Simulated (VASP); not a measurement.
CuI:

```
CELL_PARAMETERS angstrom
0.00000 3.03150 3.03150
3.03150 0.00000 3.03150
3.03150 3.03150 0.00000
ATOMIC_POSITIONS crystal
I 0.00000 0.00000 0.00000
Cu 0.75000 0.75000 0.75000
```

- Program: VASP 6.6.1
- Task: relaxation of cell and atoms
- Functional: BLYP
- Dispersion: D3(BJ)
- Potentials or basis: VASP PAW PBE potentials, release 64 (I, Cu)
- Cutoff: 600 eV
- k mesh: 8 × 8 × 8
- Occupations: fermi-dirac, width 0.05 eV
- Spin: no spin polarisation

At the start: pressure -1.7 GPa; volume 27.86 Å³/atom.

How do energy, volume and symmetry change on relaxing?

Over 3 steps the energy falls by 5.7 meV/atom and the volume is 26.79 Å³/atom (-3.8 %); space group F-43m (No. 216, to 0.1 Å) before and after.

Step by step:
| step | energy change (eV) | largest force (eV/Å) | pressure (GPa) | volume (Å³) |
| --- | --- | --- | --- | --- |
| 1 | 0.0000 | 0.0000 | -1.66 | 55.72 |
| 2 | -0.0114 | 0.0000 | 0.14 | 53.42 |
| 3 | -0.0114 | 0.0000 | 0.00 | 53.58 |

Final structure:
```yaml
crystal:
  lattice:
    - [0.00000, 2.99211, 2.99211]
    - [2.99211, 0.00000, 2.99211]
    - [2.99211, 2.99211, 0.00000]
  atoms:
    - { symbol: I, position: [0.00000, 0.00000, 0.00000] }
    - { symbol: Cu, position: [0.75000, 0.75000, 0.75000] }
```

Caveat: the PAW data sets were made with another functional, which shifts forces and pressure a little.
